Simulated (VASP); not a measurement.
# Ta2N (P-3m1) in VASP: further runs, part 2 of 2

VASP 6.6.1. Earlier steps stand in the parts before.

### Step 3. Single point, LDA (12.61 Å³/atom)

This run uses another cell than the first one, of 12.61 Å³/atom.

File INCAR:

```
SYSTEM = Ta2N
PREC = Accurate
ENCUT = 700
EDIFF = 1E-6
ISMEAR = 0
SIGMA = 0.15
LREAL = .FALSE.
LASPH = .TRUE.
NELM = 120
ALGO = Normal
ISIF = 2
LWAVE = .FALSE.
LCHARG = .FALSE.
NBANDS = 22
GGA_COMPAT = .FALSE.
```

File KPOINTS:

```
Automatic mesh
0
G
  18 18 10
  0 0 0
```

File POSCAR:

```
Ta2N
1.0
    2.9808172458      0.0000000000      0.0000000000
   -1.4904086229      2.5814634589      0.0000000000
    0.0000000000      0.0000000000      4.9162618834
Ta N
2 1
Direct
    0.6666666667      0.3333333333      0.7466885012
    0.3333333333      0.6666666667      0.2533114988
    0.0000000000      0.0000000000      0.0000000000
```

Potentials or basis: VASP PAW LDA potentials, release 64 (Ta_sv_GW, N).

Command:

```bash
$ cat potpaw_LDA.64/Ta_sv_GW/POTCAR potpaw_LDA.64/N/POTCAR > POTCAR
$ mpirun -np 1 vasp_std > vasp.out
```

OUTCAR:

```text
SYSTEM = Ta2N
   PREC = Accurate
   ENCUT = 700
   EDIFF = 1E-6
   ISMEAR = 0
   LREAL = .FALSE.
   LASPH = .TRUE.
   NELM = 120
   ISIF = 2

 ion  position               nearest neighbor table
   1  0.667  0.333  0.747-   3 2.12   3 2.12   3 2.12   2 2.97   2 2.97   2 2.97   2 3.03   2 3.03
                             2 3.03
   2  0.333  0.667  0.253-   3 2.12   3 2.12   3 2.12   1 2.97   1 2.97   1 2.97   1 3.03   1 3.03
                             1 3.03
   3  0.000  0.000  0.000-   1 2.12   2 2.12   2 2.12   1 2.12   1 2.12   2 2.12

  LATTYP: Found a hexagonal cell.
 ALAT       =     2.9808172458
 C/A-ratio  =     1.6493000000

  Lattice vectors:

 A1 = (   2.9808172458,   0.0000000000,   0.0000000000)
 A2 = (  -1.4904086229,   2.5814634589,   0.0000000000)
 A3 = (   0.0000000000,   0.0000000000,   4.9162618834)

Analysis of symmetry for initial positions (statically):
=====================================================================
 Subroutine PRICEL returns:
 Original cell was already a primitive cell.

 Routine SETGRP: Setting up the symmetry group for a
 hexagonal supercell.

 Subroutine GETGRP returns: Found 12 space group operations
 (whereof 12 operations were pure point group operations)
[... 161 lines left out ...]
  ext. energy  EPLUGINS =         0.00000000
  ---------------------------------------------------
  free energy    TOTEN  =       -42.57426197 eV

  energy without entropy =      -42.56147678  energy(sigma->0) =      -42.56786938

 E-fermi :  12.6030     XC(G=0): -13.8998

 val. band max:       12.5932869131   @ k =   0.3333   0.2778   0.5000
 cond. band min:      12.6040994203   @ k =   0.1667   0.1667   0.1000
 fundamental gap:      0.0108125073
 Fermi energy:        12.6030295523

 k-point     1 :       0.0000    0.0000    0.0000
  band No.  band energies     occupation
      1     -55.4526      2.00000
      2     -55.3617      2.00000
      3     -22.8790      2.00000
      4     -21.8401      2.00000
      5     -21.8401      2.00000
      6     -21.7204      2.00000
[... 589 lines left out ...]
     21      17.7532      0.00000
     22      18.1145      0.00000

 [... further k-points ...]
[... 5 lines left out ...]
  --------------------------------------------------------------------------------------
  -------------------------------------------------------------------------------------
  Total        3.4295139      3.4295139      0.5277043      0.0000000     -0.0000000      0.0000000
  in kB      145.2468796    145.2468796     22.3493502      0.0000000     -0.0000000      0.0000000
  external PRESSURE =     104.2810365 kB  Pullay stress =       0.0000000 kB

 VOLUME and BASIS-vectors are now :
 -----------------------------------------------------------------------------
  energy-cutoff  :      700.00
  volume of cell :       37.83
      direct lattice vectors                 reciprocal lattice vectors
     2.980817246  0.000000000  0.000000000     0.335478467  0.193688583  0.000000000
    -1.490408623  2.581463459  0.000000000     0.000000000  0.387377166  0.000000000
     0.000000000  0.000000000  4.916261883     0.000000000  0.000000000  0.203406577

 POSITION                                       TOTAL-FORCE (eV/Angst)
 -----------------------------------------------------------------------------------
      1.49041      0.86049      3.67092        -0.000000      0.000000     -0.697998
     -0.00000      1.72098      1.24535         0.000000     -0.000000      0.697998
      0.00000      0.00000      0.00000         0.000000      0.000000      0.000000
 -----------------------------------------------------------------------------------
    total drift:                               -0.000000      0.000000      0.000000

  FREE ENERGIE OF THE ION-ELECTRON SYSTEM (eV)
  ---------------------------------------------------
  free  energy   TOTEN  =       -42.5742619670 eV

  energy  without entropy=      -42.5614767842  energy(sigma->0) =      -42.56786938
```

OSZICAR:

```text
N       E                     dE             d eps       ncg     rms          rms(c)
DAV:   1     0.297599481049E+03    0.29760E+03   -0.22424E+04 14536   0.178E+03
DAV:   2    -0.278809766599E+02   -0.32548E+03   -0.31187E+03 18426   0.427E+02
DAV:   3    -0.468008479217E+02   -0.18920E+02   -0.18689E+02 19696   0.989E+01
DAV:   4    -0.473272027027E+02   -0.52635E+00   -0.52588E+00 17998   0.144E+01
DAV:   5    -0.473335293733E+02   -0.63267E-02   -0.63241E-02 20354   0.153E+00    0.966E+01
DAV:   6    -0.430419666131E+02    0.42916E+01   -0.18583E+01 16498   0.248E+01    0.770E+01
DAV:   7    -0.429782176579E+02    0.63749E-01   -0.62893E+00 14970   0.153E+01    0.392E+00
DAV:   8    -0.425790971981E+02    0.39912E+00   -0.16028E+00 16092   0.754E+00    0.586E+00
DAV:   9    -0.425749961103E+02    0.41011E-02   -0.12289E-01 17178   0.236E+00    0.385E+00
DAV:  10    -0.425747627525E+02    0.23336E-03   -0.29477E-03 16842   0.377E-01    0.306E+00
DAV:  11    -0.425746497770E+02    0.11298E-03   -0.70171E-04 18076   0.231E-01    0.100E+00
DAV:  12    -0.425743059932E+02    0.34378E-03   -0.26801E-03 16368   0.408E-01    0.215E+00
DAV:  13    -0.425742693416E+02    0.36652E-04   -0.12039E-04 16482   0.734E-02    0.102E+00
DAV:  14    -0.425742637446E+02    0.55969E-05   -0.17631E-05 17858   0.267E-02    0.343E-01
DAV:  15    -0.425742619854E+02    0.17593E-05   -0.59165E-06 13776   0.169E-02    0.163E-01
DAV:  16    -0.425742619670E+02    0.18403E-07   -0.54475E-07  8286   0.531E-03
   1 F= -.42574262E+02 E0= -.42567869E+02  d E =-.127852E-01
```

stdout:

```text
POSCAR found type information on POSCAR TaN
 POSCAR found :  2 types and       3 ions
 scaLAPACK will be used
 LDA part: xc-table for (Slater(with rela. corr.)+CA(PZ))
 , standard interpolation
 POSCAR, INCAR and KPOINTS ok, starting setup
 FFT: planning ... GRIDC
 FFT: planning ... GRID_SOFT
 FFT: planning ... GRID
 WAVECAR not read
 entering main loop
```

Wall time 3 min (1 thread of Intel Xeon 6975P-C (Granite Rapids), shared host); peak memory 0.48 GiB.

What came out:

- Free energy: -42.5743 eV
- Pressure: 10.4 GPa
- Largest force: 0.698 eV/Å
- Band gap on the k mesh: zero (an odd number of electrons rules out a gap without spin polarisation)

Forces on the atoms (eV/Å):
```
Ta   0.000  0.000 -0.698
Ta   0.000  0.000  0.698
N    0.000  0.000  0.000
```

Levels at points of the mesh, in eV from the Fermi level:
```csv
k point,band 13,band 14,band 15,band 16,band 17,band 18,band 19,band 20
"(0.00, 0.00, 0.00)",-4.81,-1.22,-0.27,-0.27,0.32,0.71,0.71,1.34
"(0.50, 0.00, 0.00)",-4.92,-2.42,-1.09,1.30,2.60,4.31,4.39,4.67
"(0.00, 0.00, 0.50)",-3.30,-2.79,-1.00,-1.00,1.68,2.48,2.48,2.65
"(0.50, 0.00, 0.50)",-3.73,-1.93,-1.91,-0.40,1.07,4.08,4.30,4.81
```

Caveat: the stress differs along the axes, from 2 to 15 GPa; spin-orbit coupling is left out, which moves the levels of the heavy elements.

### Step 4. Single point, LDA (12.96 Å³/atom)

This run uses another cell than the first one, of 12.96 Å³/atom.

File INCAR:

```
SYSTEM = Ta2N
  PREC = Accurate
  ENCUT = 700
  EDIFF = 1E-6
  ISMEAR = 0
  SIGMA = 0.15
  LREAL = .False.
  LASPH = .True.
  NELM = 120
  ALGO = Normal
  ISIF = 2
  LWAVE = .False.
  LCHARG = .True.
  LELF = .True.
  LVHAR = .True.
  NBANDS = 22
  GGA_COMPAT = .False.
```

File KPOINTS:

```
regular mesh
0
Gamma
  18 18 10
  0 0 0
```

File POSCAR:

```
Ta2N
1.0
    3.1168933658      0.0000000000      0.0000000000
   -1.5584466829      2.6993088357      0.0000000000
    0.0000000000      0.0000000000      4.6195476575
Ta N
2 1
Direct
    0.6666666667      0.3333333333      0.7466885012
    0.3333333333      0.6666666667      0.2533114988
    0.0000000000      0.0000000000      0.0000000000
```

Command:

```bash
$ cat potpaw_LDA.64/Ta_sv_GW/POTCAR potpaw_LDA.64/N/POTCAR > POTCAR
$ mpirun -np 1 vasp_std > vasp.out
```

Run time: 2.8 min. Hardware: 1 thread of Intel Xeon 6975P-C (Granite Rapids), shared host; peak memory 0.5 GiB.

It converged, with:

```yaml
Free_energy: -42.6098 eV
Pressure: 1.3 GPa
Largest_force: 0.352 eV/Å
Band_gap_on_the_k_mesh: zero (an odd number of electrons rules out a gap without spin polarisation)
```

Forces on the atoms (eV/Å):
```
Ta   0.000  0.000  0.352
Ta   0.000  0.000 -0.352
N    0.000  0.000  0.000
```

Stress tensor (GPa, compression positive):
```
-3.05  0.00  0.00
 0.00 -3.05  0.00
 0.00  0.00 10.07
```

Levels at points of the mesh, in eV from the Fermi level:
```tsv
k point	band 13	band 14	band 15	band 16	band 17	band 18
(0.00, 0.00, 0.00)	-4.56	-0.23	-0.23	-0.14	-0.07	-0.07
(0.50, 0.00, 0.00)	-4.71	-2.64	-1.30	1.61	2.61	3.75
(0.00, 0.00, 0.50)	-2.44	-2.25	-1.43	-1.43	2.17	2.18
(0.50, 0.00, 0.50)	-3.18	-2.06	-2.00	0.14	0.65	3.04
```

Caveat: the stress differs along the axes, from -3 to 10 GPa; spin-orbit coupling is left out, which moves the levels of the heavy elements.

### Step 5. Single point, LDA (12.61 Å³/atom)

This run uses another cell than the first one, of 12.61 Å³/atom.

File INCAR:

```
SYSTEM = Ta2N
ALGO = Normal
EDIFF = 1E-6
ENCUT = 700
GGA = CA
GGA_COMPAT = .False.
ISIF = 2
ISMEAR = 0
LASPH = .True.
LCHARG = .True.
LELF = .True.
LREAL = .False.
LVHAR = .True.
LWAVE = .False.
NBANDS = 22
NELM = 120
PREC = Accurate
SIGMA = 0.15
```

File KPOINTS:

```
k-points
0
Gamma
  18 18 10
  0 0 0
```

File POSCAR:

```
Ta2N
1.0
    3.0615062761      0.0000000000      0.0000000000
   -1.5307531381      2.6513422089      0.0000000000
    0.0000000000      0.0000000000      4.6605310040
Ta N
2 1
Direct
    0.6666666667      0.3333333333      0.7466885012
    0.3333333333      0.6666666667      0.2533114988
    0.0000000000      0.0000000000      0.0000000000
```

Command:

```bash
$ cat potpaw_LDA.64/Ta_sv_GW/POTCAR potpaw_LDA.64/N/POTCAR > POTCAR
$ mpirun -np 1 vasp_std > vasp.out
```

Wall time 11 min (1 thread of AMD EPYC 7R43 (Zen 3), shared host); peak memory 0.45 GiB.

Results (log left out):

```
Free energy            : -42.6137 eV
Pressure               : 10.3 GPa
Largest force          : 0.036 eV/Å
Band gap on the k mesh : zero (an odd number of electrons rules out a gap without spin polarisation)
```

Forces on the atoms (eV/Å):
```
Ta   0.000  0.000 -0.036
Ta   0.000  0.000  0.036
N    0.000  0.000  0.000
```

Stress tensor (GPa, compression positive):
```
 8.04  0.00  0.00
 0.00  8.04  0.00
 0.00  0.00 14.69
```

Levels at points of the mesh, in eV from the Fermi level:
```csv
k point,band 12,band 13,band 14,band 15,band 16,band 17,band 18,band 19
"(0.00, 0.00, 0.00)",-6.57,-4.61,-0.45,-0.27,-0.27,0.09,0.09,0.41
"(0.50, 0.00, 0.00)",-6.66,-4.89,-2.63,-1.25,1.89,2.36,3.97,4.36
"(0.00, 0.00, 0.50)",-6.79,-2.73,-2.42,-1.37,-1.37,2.11,2.39,2.54
"(0.50, 0.00, 0.50)",-6.46,-3.41,-2.05,-2.00,-0.02,0.76,3.37,3.65
```

Caveat: the stress differs along the axes, from 8 to 15 GPa; spin-orbit coupling is left out, which moves the levels of the heavy elements.

### Step 6. The runs side by side

```csv
cell,gap on the mesh (eV),pressure (GPa),largest force (eV/Å)
"a = 2.927, b = 2.927, c = 4.958 Å, angles 90.0, 90.0, 120.0°, 3 atoms",none,21.5,1.20
"a = 2.981, b = 2.981, c = 4.916 Å, angles 90.0, 90.0, 120.0°, 3 atoms",none,10.4,0.70
"a = 3.117, b = 3.117, c = 4.620 Å, angles 90.0, 90.0, 120.0°, 3 atoms",none,1.3,0.35
"a = 3.062, b = 3.062, c = 4.661 Å, angles 90.0, 90.0, 120.0°, 3 atoms",none,10.3,0.04
```

Alike in all rows: task single point; level LDA; potentials or basis VASP PAW LDA potentials, release 64 (Ta_sv_GW, N); no spin polarisation; k mesh 18 × 18 × 10; cutoff (eV) 700; smearing gaussian 0.15 eV.

Caveats: spin-orbit coupling is left out, which moves the levels of the heavy elements; the stress differs along the axes, from 8 to 28 GPa (at least some runs); forces of over 1 eV/Å act on the atoms, so gaps and moduli don't describe the material at rest (at least some runs); the stress differs along the axes, from 2 to 15 GPa (at least some runs); the stress differs along the axes, from -3 to 10 GPa (at least some runs); the stress differs along the axes, from 8 to 15 GPa (at least some runs).

Absolute energies hang on the potentials; compare differences alone.
